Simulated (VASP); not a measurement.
Here is a VASP 6.6.1 calculation.

File INCAR:

```
ALGO = Normal
EDIFF = 1E-7
ENCUT = 520
ISIF = 2
ISMEAR = -1
LASPH = True
LCHARG = False
LREAL = False
LWAVE = False
NBANDS = 16
NELM = 60
PREC = Accurate
SIGMA = 0.05
```

KPOINTS

```
k-points
0
Gamma
  8 8 8
```

POSCAR

```
Te
1.0
    4.2481668808     -2.3790777987      0.0000000000
    4.2481668808      2.3790777987      0.0000000000
   -0.1308833919      0.0000000000      3.9704974388
Te
3
Direct
    0.6760000000      0.6760000000      0.6750000000
    0.3240000000      0.3240000000      0.3250000000
    0.0000000000      0.0000000000      0.0000000000
```

Potentials or basis: VASP PAW LDA potentials, release 64 (Te).

The run is started by

```bash
$ cat potpaw_LDA.64/Te/POTCAR > POTCAR
$ mpirun -np 1 vasp_std > vasp.out
```

Estimate the largest force.

0.435 eV/Å.

What does it give for the pressure?

4.0 GPa.

Predict the band gap on the k mesh.

zero (bands 9 and 10 overlap by 3.37 eV).

Stress tensor (GPa, compression positive):
```
3.26 0.00 0.97
0.00 3.44 0.00
0.97 0.00 5.29
```

Caveat: the cell stands under pressure; spin-orbit coupling is left out, which moves the levels of the heavy elements.
